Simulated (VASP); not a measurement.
# Ag (C2/m) in VASP: a series of runs

Ag is run at these levels: PBEsol; tasks: single point.

All numbers are computed with VASP 6.6.1; they aren't measurements. Logs are shortened: lines on timing, memory, paths and dates and some standing lists are left out, and cuts for length are marked.

## Step 1: The cell of the first run

The structure is monoclinic, space group C2/m (No. 12). The conventional cell has a = 5.005 Å, b = 2.889 Å, c = 14.308 Å, α = 90.00°, β = 98.38°, γ = 90.00°. Ag (site symmetry m) has 12 Ag at 2.67 to 3.04 Å within 3.5 Å. Ag (site symmetry m) has 12 Ag at 2.89 Å within 3.8 Å. Within 3.8 Å of Ag (site symmetry m) lie 12 Ag at 2.89 Å.

## Step 2: Single point, PBEsol (the part above a cut slid along it)

The input, INCAR:

```
SYSTEM = Ag
ALGO = Fast
EDIFF = 1E-6
ENCUT = 520
GGA = PS
ISIF = 2
ISMEAR = 0
LASPH = .True.
LCHARG = .False.
LREAL = .False.
LWAVE = .False.
NBANDS = 42
NELM = 80
PREC = Accurate
SIGMA = 0.15
```

The input, KPOINTS:

```
k-points
0
Gamma
  18 18 4
  0 0 0
```

The input, POSCAR:

```
Ag
1.0
    2.0431000000     -2.0431000000      0.0000000000
    2.0431000000      0.0000000000     -2.0431000000
   10.5558804600      6.9806597700      6.9806597700
Ag
6
Direct
    0.6180680550      0.6180680550      0.0833166667
   -0.5346819450     -0.5346819450      0.9166500000
    0.1875180550      0.1875180550      0.2499833333
    0.3264180550      0.3264180550      0.5833166667
   -0.2430319450     -0.2430319450      0.4166500000
   -0.1041319450     -0.1041319450      0.7499833333
```

Potentials or basis: VASP PAW PBE potentials, release 64 (Ag).

Launch:

```bash
cat potpaw_PBE.64/Ag/POTCAR > POTCAR
mpirun -np 1 vasp_std > vasp.out
```

OUTCAR:

```text
SYSTEM = Ag
   EDIFF = 1E-6
   ENCUT = 520
   GGA = PS
   ISIF = 2
   ISMEAR = 0
   LASPH = .True.
   LREAL = .False.
   NELM = 80
   PREC = Accurate

 ion  position               nearest neighbor table
   1  0.618  0.618  0.083-   2 2.67   3 2.89   3 2.89   3 2.89   2 3.04   2 3.04
   2  0.465  0.465  0.917-   1 2.67   6 2.89   6 2.89   6 2.89   1 3.04   1 3.04
   3  0.188  0.188  0.250-   1 2.89   1 2.89   1 2.89   5 2.89   5 2.89   5 2.89
   4  0.326  0.326  0.583-   6 2.89   6 2.89   6 2.89   5 2.89   5 2.89   5 2.89
   5  0.757  0.757  0.417-   3 2.89   4 2.89   3 2.89   3 2.89   4 2.89   4 2.89
   6  0.896  0.896  0.750-   4 2.89   4 2.89   4 2.89   2 2.89   2 2.89   2 2.89

  LATTYP: Found a base centered monoclinic cell.
 ALAT       =     5.0045524935
 B/A-ratio  =     0.5773502692
 C/A-ratio  =     2.8589576580
 COS(beta)  =    -0.1457524209

  Lattice vectors:

 A1 = (   2.0431000000,  -2.0431000000,   0.0000000000)
 A2 = (   2.0431000000,   0.0000000000,  -2.0431000000)
 A3 = (   6.4696804600,   9.0237597700,   9.0237597700)

Analysis of symmetry for initial positions (statically):
=====================================================================
 Subroutine PRICEL returns:
 Original cell was already a primitive cell.

 Routine SETGRP: Setting up the symmetry group for a
 base centered monoclinic supercell.

 Subroutine GETGRP returns: Found  4 space group operations
 (whereof  2 operations were pure point group operations)
 out of a pool of  4 trial point group operations.

The static configuration has the point symmetry C_1h.
 The point group associated with its full space group is C_2h.

Analysis of symmetry for dynamics (positions and initial velocities):
=====================================================================
 Subroutine PRICEL returns:
 Original cell was already a primitive cell.

 Routine SETGRP: Setting up the symmetry group for a
 base centered monoclinic supercell.

 Subroutine GETGRP returns: Found  4 space group operations
 (whereof  2 operations were pure point group operations)
 out of a pool of  4 trial point group operations.

The dynamic configuration has the point symmetry C_1h.
 The point group associated with its full space group is C_2h.

 Subroutine INISYM returns: Found  4 space group operations
 (whereof  2 operations are pure point group operations),
 and found     1 'primitive' translations

----------------------------------------------------------------------------------------

[... 106 lines left out ...]
   ISIF   =      2    stress and relaxation
   ISYM   =      2    0-nonsym 1-usesym 2-fastsym
   POTIM  = 0.5000    time-step for ionic-motion
   TEBEG  =    0.0;   TEEND  =   0.0 temperature during run
   PSTRESS=    0.0 pullay stress
   NELECT =      66.0000    total number of electrons
   NUPDOWN=      -1.0000    fix difference up-down
   EMIN   =  10.00;   EMAX   =-10.00  energy-range for DOS
   EFERMI =   0.00;   METHOD = LEGACY
   ISMEAR =     0;   SIGMA  =   0.15  broadening in eV -4-tet -1-fermi 0-gaus
   EFERMI_NEDOS =   21; number of points for ismear=-14 and -15
   IALGO  =     68    algorithm
   IMIX   =      4    mixing-type and parameters
     AMIX     =   0.40;   BMIX     =  1.00
     AMIX_MAG =   1.60;   BMIX_MAG =  1.00
  volume/ion in A,a.u.               =      17.06       115.11
  Fermi-wavevector in a.u.,A,eV,Ry     =   1.414402  2.672832 27.218893  2.000532
  Thomas-Fermi vector in A             =   2.535948
   LORBIT       =      0    0 simple, 1 ext, 2 COOP (PROOUT), +10 PAW based schemes
   GGA     = PS    functional components
   LHFCALC =     F    Hartree Fock is set to
   AEXX    =    0.0000 exact exchange contribution
   IVDW    =     0    specifies the selected vdW correction
   LEPSILON=     F    determine dielectric tensor
   LRPA    =     F    only Hartree local field effects (RPA)
 non-spin polarized calculation
 RMM-DIIS sequential band-by-band and
 Gauss-broadening in eV      SIGMA  =   0.15
  energy-cutoff  :      520.00
  volume of cell :      102.34
 maximum number of plane-waves:      2810
 NGX is ok and might be reduce to    24
   NGX = 11   NGY = 11   NGZ = 53

 number of electron      66.0000016 magnetization

 Free energy of the ion-electron system (eV)
  ---------------------------------------------------
  ext. energy  EPLUGINS =         0.00000000
  ---------------------------------------------------
  free energy    TOTEN  =       -19.78108491 eV

  energy without entropy =      -19.76453461  energy(sigma->0) =      -19.77280976

 E-fermi :   8.2011     XC(G=0): -12.4082

 val. band max:        8.1901801243   @ k =  -0.2778   0.2222  -0.0000
 cond. band min:       8.2024343936   @ k =  -0.4444   0.0556  -0.0000
 fundamental gap:      0.0122542693
 Fermi energy:         8.2011482767

 k-point     1 :       0.0000    0.0000    0.0000
  band No.  band energies     occupation
      1       0.3995      2.00000
      2       1.1960      2.00000
      3       1.2031      2.00000
      4       1.8453      2.00000
      5       1.9362      2.00000
      6       1.9603      2.00000
[... 1069 lines left out ...]
     41      18.1502      0.00000
     42      19.3796      0.00000

 [... further k-points ...]

------------------------ aborting loop because EDIFF is reached ----------------------------------------

  FORCE on cell =-STRESS in cart. coord.  units (eV):
  Direction    XX          YY          ZZ          XY          YZ          ZX
  --------------------------------------------------------------------------------------
  -------------------------------------------------------------------------------------
  Total       -0.7215354     -1.9400389     -1.9400389      0.2829399     -0.0270747      0.2829399
  in kB      -11.2958296    -30.3718267    -30.3718267      4.4294994     -0.4238620      4.4294993
  external PRESSURE =     -24.0131610 kB  Pullay stress =       0.0000000 kB

 VOLUME and BASIS-vectors are now :
 -----------------------------------------------------------------------------
  energy-cutoff  :      520.00
  volume of cell :      102.34
      direct lattice vectors                 reciprocal lattice vectors
     2.043100000 -2.043100000  0.000000000     0.139359307 -0.350092996  0.139359307
     2.043100000  0.000000000 -2.043100000     0.139359307  0.139359307 -0.350092996
    10.555880460  6.980659770  6.980659770     0.040787692  0.040787692  0.040787692

 POSITION                                       TOTAL-FORCE (eV/Angst)
 -----------------------------------------------------------------------------------
      3.40503     -0.68117     -0.68117         0.390744      0.037735      0.037735
     11.57743      5.44813      5.44813        -0.390744     -0.037735     -0.037735
      3.40503      1.36193      1.36193         0.016349      0.009997      0.009997
      7.49123      3.40503      3.40503        -0.000850     -0.000740     -0.000740
      7.49123      1.36193      1.36193         0.000850      0.000740      0.000740
     11.57743      3.40503      3.40503        -0.016349     -0.009997     -0.009997
 -----------------------------------------------------------------------------------
    total drift:                               -0.000001     -0.000001     -0.000001

  FREE ENERGIE OF THE ION-ELECTRON SYSTEM (eV)
  ---------------------------------------------------
  free  energy   TOTEN  =       -19.7810849117 eV

  energy  without entropy=      -19.7645346050  energy(sigma->0) =      -19.77280976
```

stdout:

```text
POSCAR found type information on POSCAR Ag
 POSCAR found :  1 types and       6 ions
 scaLAPACK will be used
 -----------------------------------------------------------------------------
|                                                                             |
|                                                                             |
|     You enforced a specific xc type in the INCAR file but a different       |
|     I HOPE YOU KNOW WHAT YOU ARE DOING!                                     |
|                                                                             |
 -----------------------------------------------------------------------------

 LDA part: xc-table for (Slater+PW92), standard interpolation
 POSCAR, INCAR and KPOINTS ok, starting setup
 FFT: planning ... GRIDC
 FFT: planning ... GRID_SOFT
 FFT: planning ... GRID
 WAVECAR not read
 entering main loop
```

Run time: 37 min. Hardware: 1 thread of Oxide Virtual Turin-like, shared host; peak memory 0.99 GiB.

Results:

```yaml
Free_energy: -19.7811 eV
Pressure: -2.4 GPa
Largest_force: 0.394 eV/Å
Band_gap_on_the_k_mesh: zero (bands 33 and 34 overlap by 6.31 eV)
```

Forces on the atoms (eV/Å):
```
Ag   0.391  0.038  0.038
Ag  -0.391 -0.038 -0.038
Ag   0.016  0.010  0.010
Ag  -0.001 -0.001 -0.001
Ag   0.001  0.001  0.001
Ag  -0.016 -0.010 -0.010
```

Levels at points of the mesh, in eV from the Fermi level:
```
           k point  band 30  band 31  band 32  band 33  band 34  band 35  band 36  band 37
(0.00, 0.00, 0.00)    -3.33    -3.24    -3.19    -3.11    -2.99    -2.89    -0.43     3.62
(0.50, 0.00, 0.00)    -2.72    -0.31     0.49     0.49     1.23     1.36     1.70     3.93
(0.50, 0.50, 0.00)    -2.70    -0.09     0.18     0.75     1.10     1.28     1.48     3.89
(0.00, 0.00, 0.50)    -3.38    -3.21    -3.00    -2.99    -2.95    -1.59    -1.58     5.13
(0.50, 0.00, 0.50)    -2.73    -0.13     0.01     0.92     1.02     1.46     1.67     3.79
(0.50, 0.50, 0.50)    -2.70    -0.31     0.41     0.74     1.03     1.32     1.48     3.72
```

Caveat: the cell differs from its parent crystal (the part above a cut slid along it); the PAW data sets were made with another functional, which shifts forces and pressure a little.

[end of part 1 of 2]
